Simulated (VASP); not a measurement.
# Si2GeC3 (P4/mmm) in VASP: notebook

The runs below take Si2GeC3 through single point, relaxation of cell and atoms, with PBE.

Program: VASP 6.6.1. These are calculated values, not measurements. Logs are shortened: lines on timing, memory, paths and dates and some standing lists are left out, and cuts for length are marked.

## 1. The cell of the first run

The structure is tetragonal, space group P4/mmm (No. 123). The conventional cell has a = 2.807 Å, b = 2.807 Å, c = 8.856 Å, α = 90.00°, β = 90.00°, γ = 90.00°. Within 2.7 Å of Si (site symmetry 4mm) lie 4 C at 2.07 Å and 1 Ge at 2.47 Å. Within 3.3 Å of Ge (site symmetry 4/mmm) lie 2 Si at 2.47 Å and 4 Ge at 2.81 Å. Within 1.8 Å of C (site symmetry 4mm) lie 1 C at 1.38 Å. C (site symmetry 4/mmm) has 2 C at 1.38 Å within 1.8 Å.

## 2. Single point, PBE

File INCAR:

```
SYSTEM = Si2GeC3
PREC = Accurate
ENCUT = 520
EDIFF = 1E-6
ISMEAR = 0
SIGMA = 0.1
LREAL = .False.
LASPH = .True.
NELM = 60
ALGO = Normal
ISIF = 2
LWAVE = .False.
LCHARG = .False.
GGA = PE
NBANDS = 26
```

File KPOINTS:

```
Automatic mesh
0
Gamma
  6 6 2
  0 0 0
```

File POSCAR:

```
Si2GeC3
1.0
    2.8066959965      0.0000000000      0.0000000000
    0.0000000000      2.8066959965      0.0000000000
    0.0000000000      0.0000000000      8.8561930760
Si Ge C
2 1 3
Direct
    0.0000000000      0.0000000000      0.2785917810
    0.0000000000      0.0000000000      0.7214082190
    0.0000000000      0.0000000000      0.0000000000
    0.5000000000      0.5000000000      0.3444107596
    0.5000000000      0.5000000000      0.5000000000
    0.5000000000      0.5000000000      0.6555892404
```

Potentials or basis: VASP PAW PBE potentials, release 64 (Si, Ge_d, C).

The run is started by

```console
cat potpaw_PBE.64/Si/POTCAR potpaw_PBE.64/Ge_d/POTCAR potpaw_PBE.64/C/POTCAR > POTCAR
mpirun -np 1 vasp_std > vasp.out
```

OUTCAR:

```text
SYSTEM = Si2GeC3
   PREC = Accurate
   ENCUT = 520
   EDIFF = 1E-6
   ISMEAR = 0
   LREAL = .False.
   LASPH = .True.
   NELM = 60
   ISIF = 2
   GGA = PE

 ion  position               nearest neighbor table
   1  0.000  0.000  0.279-   4 2.07   4 2.07   4 2.07   4 2.07   3 2.47
   2  0.000  0.000  0.721-   6 2.07   6 2.07   6 2.07   6 2.07   3 2.47
   3  0.000  0.000  0.000-   1 2.47   2 2.47
   4  0.500  0.500  0.344-   5 1.38   1 2.07   1 2.07   1 2.07   1 2.07
   5  0.500  0.500  0.500-   4 1.38   6 1.38
   6  0.500  0.500  0.656-   5 1.38   2 2.07   2 2.07   2 2.07   2 2.07

  LATTYP: Found a simple tetragonal cell.
 ALAT       =     2.8066959965
 C/A-ratio  =     3.1553802361

  Lattice vectors:

 A1 = (   2.8066959965,   0.0000000000,   0.0000000000)
 A2 = (   0.0000000000,   2.8066959965,   0.0000000000)
 A3 = (   0.0000000000,   0.0000000000,   8.8561930760)

Analysis of symmetry for initial positions (statically):
=====================================================================
 Subroutine PRICEL returns:
 Original cell was already a primitive cell.

 Routine SETGRP: Setting up the symmetry group for a
 simple tetragonal supercell.

 Subroutine GETGRP returns: Found 16 space group operations
 (whereof 16 operations were pure point group operations)
 out of a pool of 16 trial point group operations.

The static configuration has the point symmetry D_4h.

Analysis of symmetry for dynamics (positions and initial velocities):
=====================================================================
 Subroutine PRICEL returns:
 Original cell was already a primitive cell.

 Routine SETGRP: Setting up the symmetry group for a
 simple tetragonal supercell.

 Subroutine GETGRP returns: Found 16 space group operations
 (whereof 16 operations were pure point group operations)
 out of a pool of 16 trial point group operations.

The dynamic configuration has the point symmetry D_4h.

 Subroutine INISYM returns: Found 16 space group operations
 (whereof 16 operations are pure point group operations),
 and found     1 'primitive' translations

----------------------------------------------------------------------------------------

                                     Primitive cell

  volume of cell :      69.7650

  direct lattice vectors                    reciprocal lattice vectors
     2.806695996  0.000000000  0.000000000     0.356290814  0.000000000  0.000000000
     0.000000000  2.806695996  0.000000000     0.000000000  0.356290814  0.000000000
     0.000000000  0.000000000  8.856193076     0.000000000  0.000000000  0.112915334

  length of vectors
     2.806695996  2.806695996  8.856193076     0.356290814  0.356290814  0.112915334

  position of ions in fractional coordinates (direct lattice)
     0.000000000  0.000000000  0.278591781
     0.000000000  0.000000000  0.721408219
     0.000000000  0.000000000  0.000000000
     0.500000000  0.500000000  0.344410760
     0.500000000  0.500000000  0.500000000
     0.500000000  0.500000000  0.655589240

  ion indices of the primitive-cell ions
   primitive index   ion index
                 1           1
                 2           2
                 3           3
                 4           4
                 5           5
                 6           6

----------------------------------------------------------------------------------------

 KPOINTS: Automatic mesh

Automatic generation of k-mesh.
 Grid dimensions read from file:
 generate k-points for:    6    6    2

 Generating k-lattice:

  Cartesian coordinates                     Fractional coordinates (reciprocal lattice)
     0.059381802  0.000000000  0.000000000     0.166666667  0.000000000  0.000000000
     0.000000000  0.059381802  0.000000000     0.000000000  0.166666667  0.000000000
     0.000000000  0.000000000  0.056457667     0.000000000  0.000000000  0.500000000

  Length of vectors
     0.059381802  0.059381802  0.056457667

  Shift w.r.t. Gamma in fractional coordinates (k-lattice)
     0.000000000  0.000000000  0.000000000

 Subroutine IBZKPT returns following result:
 ===========================================

 Found     20 irreducible k-points:

 Following reciprocal coordinates:
            Coordinates               Weight
  0.000000  0.000000  0.000000      1.000000
  0.166667  0.000000  0.000000      4.000000
  0.333333  0.000000  0.000000      4.000000
  0.500000  0.000000  0.000000      2.000000
  0.166667  0.166667  0.000000      4.000000
  0.333333  0.166667  0.000000      8.000000
[... 12 lines left out ...]
  0.500000  0.333333  0.500000      4.000000
  0.500000  0.500000  0.500000      1.000000
   k-points           NKPTS =     20   k-points in BZ     NKDIM =     20   number of bands    NBANDS=     26
   number of dos      NEDOS =    301   number of ions     NIONS =      6
   total plane-waves  NPLWV =  40320
   dimension x,y,z NGX =    24 NGY =   24 NGZ =   70
   dimension x,y,z NGXF=    48 NGYF=   48 NGZF=  140
   ions per type =               2   1   3
   NGX,Y,Z   is equivalent  to a cutoff of  14.22, 14.22, 13.14 a.u.
   NGXF,Y,Z  is equivalent  to a cutoff of  28.43, 28.43, 26.28 a.u.
 SYSTEM =  Si2GeC3
   PREC   = accura    normal or accurate (medium, high low for compatibility)
   ISTART =      0    job   : 0-new  1-cont  2-samecut
   ICHARG =      2    charge: 1-file 2-atom 10-const
   ISPIN  =      1    spin polarized calculation?
   LNONCOLLINEAR =      F non collinear calculations
   LSORBIT =      F    spin-orbit coupling
   LASPH  =      T    aspherical Exc in radial PAW
   ENCUT  =  520.0 eV  38.22 Ry    6.18 a.u.   5.22  5.22 16.47*2*pi/ulx,y,z
   NELM   =     60;   NELMIN=  2; NELMDL= -5     # of ELM steps
   EDIFF  = 0.1E-05   stopping-criterion for ELM
   LREAL  =      F    real-space projection
   EDIFFG = 0.1E-04   stopping-criterion for IOM
   NSW    =      0    number of steps for IOM
   IBRION =     -1    ionic relax: 0-MD 1-quasi-New 2-CG
   NFREE  =      0    steps in history (QN), initial steepest desc. (CG)
   ISIF   =      2    stress and relaxation
   ISYM   =      2    0-nonsym 1-usesym 2-fastsym
   POTIM  = 0.5000    time-step for ionic-motion
   TEBEG  =    0.0;   TEEND  =   0.0 temperature during run
   PSTRESS=    0.0 pullay stress
   NELECT =      34.0000    total number of electrons
   NUPDOWN=      -1.0000    fix difference up-down
   EMIN   =  10.00;   EMAX   =-10.00  energy-range for DOS
   EFERMI =   0.00;   METHOD = LEGACY
   ISMEAR =     0;   SIGMA  =   0.10  broadening in eV -4-tet -1-fermi 0-gaus
   EFERMI_NEDOS =   21; number of points for ismear=-14 and -15
   IALGO  =     38    algorithm
   IMIX   =      4    mixing-type and parameters
     AMIX     =   0.40;   BMIX     =  1.00
     AMIX_MAG =   1.60;   BMIX_MAG =  1.00
  volume/ion in A,a.u.               =      11.63        78.47
  Fermi-wavevector in a.u.,A,eV,Ry     =   1.288314  2.434561 22.582324  1.659754
  Thomas-Fermi vector in A             =   2.420276
   LORBIT       =      0    0 simple, 1 ext, 2 COOP (PROOUT), +10 PAW based schemes
   GGA     = PE    functional components
   LHFCALC =     F    Hartree Fock is set to
   AEXX    =    0.0000 exact exchange contribution
   IVDW    =     0    specifies the selected vdW correction
   LEPSILON=     F    determine dielectric tensor
   LRPA    =     F    only Hartree local field effects (RPA)
 non-spin polarized calculation
 Gauss-broadening in eV      SIGMA  =   0.10
  energy-cutoff  :      520.00
  volume of cell :       69.77
 maximum number of plane-waves:      1912
 NGX is ok and might be reduce to    24
   NGX = 11   NGY = 11   NGZ = 33

 number of electron      33.9999993 magnetization

 Free energy of the ion-electron system (eV)
  ---------------------------------------------------
  ext. energy  EPLUGINS =         0.00000000
  ---------------------------------------------------
  free energy    TOTEN  =       -38.16393537 eV

  energy without entropy =      -38.15438846  energy(sigma->0) =      -38.15916191

 E-fermi :   8.1712     XC(G=0): -11.3026

 val. band max:        8.1527405875   @ k =   0.3333   0.3333   0.5000
 cond. band min:       8.2597591386   @ k =   0.3333   0.3333   0.0000
 fundamental gap:      0.1070185510
 Fermi energy:         8.1712467909

 k-point     1 :       0.0000    0.0000    0.0000
  band No.  band energies     occupation
      1     -16.4518      2.00000
      2     -16.3570      2.00000
      3     -16.2754      2.00000
      4     -16.2640      2.00000
      5     -16.2640      2.00000
      6     -10.0214      2.00000
[... 18 lines left out ...]
     25      15.0663      0.00000
     26      15.1804      0.00000

 k-point     2 :       0.1667    0.0000    0.0000
  band No.  band energies     occupation
      1     -16.4273      2.00000
      2     -16.3425      2.00000
      3     -16.2869      2.00000
      4     -16.2787      2.00000
      5     -16.2628      2.00000
      6      -9.6701      2.00000
[... 18 lines left out ...]
     25      15.3156      0.00000
     26      16.2121      0.00000

 k-point     3 :       0.3333    0.0000    0.0000
  band No.  band energies     occupation
      1     -16.3978      2.00000
      2     -16.3097      2.00000
      3     -16.3079      2.00000
      4     -16.2942      2.00000
      5     -16.2604      2.00000
      6      -8.7647      2.00000
[... 456 lines left out ...]
 k-point    19 :       0.5000    0.3333    0.5000
  band No.  band energies     occupation
      1     -16.3686      2.00000
      2     -16.3163      2.00000
      3     -16.3006      2.00000
      4     -16.2883      2.00000
      5     -16.2434      2.00000
      6      -7.1426      2.00000
[... 18 lines left out ...]
     25      14.1453      0.00000
     26      14.7566      0.00000

 k-point    20 :       0.5000    0.5000    0.5000
  band No.  band energies     occupation
      1     -16.3843      2.00000
      2     -16.3143      2.00000
      3     -16.3143      2.00000
      4     -16.2727      2.00000
      5     -16.2185      2.00000
      6      -6.6974      2.00000
[... 18 lines left out ...]
     25      13.6871      0.00000
     26      13.7629      0.00000

------------------------ aborting loop because EDIFF is reached ----------------------------------------

  FORCE on cell =-STRESS in cart. coord.  units (eV):
  Direction    XX          YY          ZZ          XY          YZ          ZX
  --------------------------------------------------------------------------------------
  -------------------------------------------------------------------------------------
  Total       -0.0773969     -0.0773969     -0.0157396      0.0000000      0.0000000      0.0000000
  in kB       -1.7774447     -1.7774447     -0.3614653      0.0000000      0.0000000      0.0000000
  external PRESSURE =      -1.3054515 kB  Pullay stress =       0.0000000 kB

 VOLUME and BASIS-vectors are now :
 -----------------------------------------------------------------------------
  energy-cutoff  :      520.00
  volume of cell :       69.77
      direct lattice vectors                 reciprocal lattice vectors
     2.806695996  0.000000000  0.000000000     0.356290814  0.000000000  0.000000000
     0.000000000  2.806695996  0.000000000     0.000000000  0.356290814  0.000000000
     0.000000000  0.000000000  8.856193076     0.000000000  0.000000000  0.112915334

 POSITION                                       TOTAL-FORCE (eV/Angst)
 -----------------------------------------------------------------------------------
      0.00000      0.00000      2.46726        -0.000000     -0.000000     -0.027334
      0.00000      0.00000      6.38893         0.000000     -0.000000      0.027334
      0.00000      0.00000      0.00000         0.000000      0.000000      0.000000
      1.40335      1.40335      3.05017         0.000000      0.000000     -0.020429
      1.40335      1.40335      4.42810         0.000000      0.000000      0.000000
      1.40335      1.40335      5.80602         0.000000     -0.000000      0.020429
 -----------------------------------------------------------------------------------
    total drift:                                0.000000     -0.000000      0.000000

  FREE ENERGIE OF THE ION-ELECTRON SYSTEM (eV)
  ---------------------------------------------------
  free  energy   TOTEN  =       -38.1639353722 eV

  energy  without entropy=      -38.1543884553  energy(sigma->0) =      -38.15916191
```

It took 36 s on 1 thread of Intel Xeon 6975P-C, shared host; peak memory 0.2 GiB.

What came out:

- Free energy: -38.1639 eV
- Pressure: -0.1 GPa
- Largest force: 0.027 eV/Å
- Band gap on the k mesh: zero (band 17 reaches 9.98 eV, above the bottom of band 18 at 5.72 eV)

Forces in eV/Å, atoms in the order of the input:
```
Si   0.000  0.000 -0.027
Si   0.000  0.000  0.027
Ge   0.000  0.000  0.000
C    0.000  0.000 -0.020
C    0.000  0.000  0.000
C    0.000  0.000  0.020
```

Levels at points of the mesh, in eV from the Fermi level:
```tsv
k point	band 14	band 15	band 16	band 17	band 18	band 19	band 20	band 21
(0.00, 0.00, 0.00)	-2.06	-2.06	0.42	1.33	2.77	3.19	3.19	4.96
(0.50, 0.00, 0.00)	-3.63	-2.97	-2.93	-0.60	3.24	3.70	4.65	5.57
(0.50, 0.50, 0.00)	-4.92	-4.60	-3.04	-2.45	-2.45	-0.23	-0.23	0.28
(0.00, 0.00, 0.50)	-2.07	-2.07	1.08	1.30	2.81	3.29	3.29	5.02
(0.50, 0.00, 0.50)	-3.76	-2.93	-0.60	-0.20	1.00	2.60	4.65	5.87
(0.50, 0.50, 0.50)	-4.94	-4.92	-2.25	-1.70	-1.70	-1.40	-1.40	-0.78
```

Caveat: the k points lie up to 0.37 Å⁻¹ apart.

## 3. Relaxation of cell and atoms, PBE

This run uses another cell than the first one, of 13.80 Å³/atom, 1.187 times its volume.

File INCAR:

```
SYSTEM = Si2GeC3
  ALGO = Normal
  EDIFF = 1E-7
  EDIFFG = -0.04
  ENCUT = 600
  GGA = PE
  IBRION = 2
  ISIF = 3
  ISMEAR = 0
  LASPH = .TRUE.
  LCHARG = .FALSE.
  LREAL = .FALSE.
  LWAVE = .FALSE.
  NELM = 60
  NSW = 90
  PREC = Accurate
  SIGMA = 0.1
```

File KPOINTS:

```
k-points
0
G
  6 6 2
  0 0 0
```

File POSCAR:

```
Si2GeC3
1.0
    3.0253672700      0.0000000000      0.0000000000
    0.0000000000      3.0253672700      0.0000000000
    0.0000000000      0.0000000000      9.0449654300
Si Ge C
2 1 3
Direct
    0.0000000000      0.0000000000      0.3342649900
    0.0000000000      0.0000000000      0.6657350100
    0.0000000000      0.0000000000      0.0000000000
    0.5000000000      0.5000000000      0.1837450000
    0.5000000000      0.5000000000      0.5000000000
    0.5000000000      0.5000000000      0.8162550000
```

Potentials or basis: VASP PAW PBE potentials, release 64 (Si, Ge_d, C).

The run is started by

```console
cat potpaw_PBE.64/Si/POTCAR potpaw_PBE.64/Ge_d/POTCAR potpaw_PBE.64/C/POTCAR > POTCAR
mpirun -np 1 vasp_std > vasp.out
```

Run time: 14 min. Hardware: 1 thread of Intel Xeon 6975P-C, shared host; peak memory 0.23 GiB.

The run converged. Its results:

```
Free energy                            : -38.1814 eV
Relaxed volume                         : 11.58 Å³/atom
Relaxed cell                           : a = 2.802 Å, b = 2.802 Å, c = 8.846 Å, α = 90.00°, β = 90.00°, γ = 90.00°
Space group after relaxing (to 0.05 Å) : P4/mmm (No. 123)
Energy gained by relaxing              : 1497.0 meV/atom
Ionic steps                            : 36
Pressure after relaxing                : 0.0 GPa
Largest force after relaxing           : 0.016 eV/Å
```

Forces on the atoms (eV/Å):
```
Si   0.000  0.000  0.016
Si   0.000  0.000 -0.016
Ge   0.000  0.000  0.000
C    0.000  0.000 -0.006
C    0.000  0.000  0.000
C    0.000  0.000  0.006
```

The path:
| step | energy change (eV) | largest force (eV/Å) | pressure (GPa) | volume (Å³) |
| --- | --- | --- | --- | --- |
| 1 | 0.0000 | 0.9185 | -21.35 | 82.79 |
| 2 | -2.2239 | 1.1983 | -6.67 | 62.65 |
| 3 | -2.3160 | 1.1972 | 0.31 | 59.38 |
| 4 | -2.3163 | 1.1988 | 1.44 | 58.96 |
| 5 | -2.4705 | 1.2742 | 2.29 | 58.76 |
| 6 | -2.9787 | 1.3475 | 7.25 | 58.17 |
| 7 | -3.8952 | 1.8413 | 22.74 | 56.99 |
| 8 | -3.4260 | 17.2889 | 89.90 | 54.64 |
| 9 | -4.1226 | 2.2727 | 25.34 | 56.81 |
| 10 | -6.1102 | 2.9484 | 41.07 | 55.72 |
| 11 | -6.3664 | 3.2658 | 56.71 | 55.18 |
| 12 | -6.4685 | 3.0875 | 48.15 | 55.43 |
| 13 | -6.4922 | 3.1835 | 50.31 | 55.36 |
| 14 | -6.5058 | 3.1870 | 50.56 | 55.38 |
| 15 | -6.5359 | 3.1843 | 51.35 | 55.44 |
| 16 | -6.5425 | 3.1919 | 53.29 | 55.56 |
| 17 | -6.5489 | 3.1881 | 52.42 | 55.51 |
| 18 | -6.5795 | 3.1744 | 51.91 | 55.59 |
| 19 | -6.6697 | 3.1333 | 50.43 | 55.84 |
| 20 | -6.8432 | 3.0505 | 47.52 | 56.34 |
| 21 | -7.1639 | 2.8824 | 41.86 | 57.35 |
| 22 | -7.7035 | 2.5440 | 31.65 | 59.40 |
| 23 | -8.4242 | 1.9224 | 15.33 | 63.65 |
| 24 | -8.8269 | 0.9489 | -4.48 | 72.73 |
| 25 | -8.8364 | 1.0659 | -2.46 | 71.48 |
| 26 | -8.8361 | 1.0996 | -1.88 | 71.14 |
| 27 | -8.8533 | 1.0229 | -1.74 | 71.07 |
| 28 | -8.8967 | 0.8041 | -1.31 | 70.87 |
| 29 | -8.9541 | 0.4831 | -0.38 | 70.47 |
| 30 | -8.9404 | 0.8863 | 1.15 | 69.65 |
| 31 | -8.9714 | 0.4267 | 0.23 | 70.14 |
| 32 | -8.9715 | 0.4525 | 0.29 | 70.11 |
| 33 | -8.9769 | 0.0743 | -0.78 | 70.17 |
| 34 | -8.9770 | 0.0686 | -0.94 | 70.18 |
| 35 | -8.9805 | 0.0363 | -0.55 | 69.89 |
| 36 | -8.9822 | 0.0162 | 0.05 | 69.46 |

Final structure:
```cif
data_structure
_symmetry_space_group_name_H-M 'P 1'
_symmetry_Int_Tables_number 1
_cell_length_a 2.8021
_cell_length_b 2.8021
_cell_length_c 8.8462
_cell_angle_alpha 90.000
_cell_angle_beta 90.000
_cell_angle_gamma 90.000
_cell_volume 69.46
loop_
_atom_site_label
_atom_site_type_symbol
_atom_site_fract_x
_atom_site_fract_y
_atom_site_fract_z
_atom_site_occupancy
Si1 Si 0.00000 0.00000 0.27796 1
Si2 Si 0.00000 0.00000 0.72204 1
Ge1 Ge 0.00000 0.00000 0.00000 1
C1 C 0.50000 0.50000 0.34412 1
C2 C 0.50000 0.50000 0.50000 1
C3 C 0.50000 0.50000 0.65588 1
```

Levels at points of the mesh, in eV from the Fermi level:
```
           k point  band 13  band 14  band 15  band 16  band 17  band 18  band 19  band 20  band 21
(0.00, 0.00, 0.00)    -3.84    -2.06    -2.06     0.42     1.38     2.80     3.19     3.19     4.96
(0.50, 0.00, 0.00)    -4.03    -3.66    -2.97    -2.91    -0.59     3.22     3.70     4.65     5.94
(0.50, 0.50, 0.00)    -6.17    -4.93    -4.60    -3.02    -2.48    -2.48    -0.24    -0.24     0.27
(0.00, 0.00, 0.50)    -4.00    -2.07    -2.07     1.09     1.35     2.85     3.30     3.30     5.02
(0.50, 0.00, 0.50)    -5.36    -3.79    -2.91    -0.59    -0.23     1.02     2.57     4.65     5.92
(0.50, 0.50, 0.50)    -6.10    -4.95    -4.91    -2.23    -1.73    -1.73    -1.42    -1.42    -0.79
```

Caveat: the volume moved by over 15 % at a fixed basis, so the end points are rough; the bands computed are all filled at some k points, so no gap is given.

(Continued in part 2 of 2.)
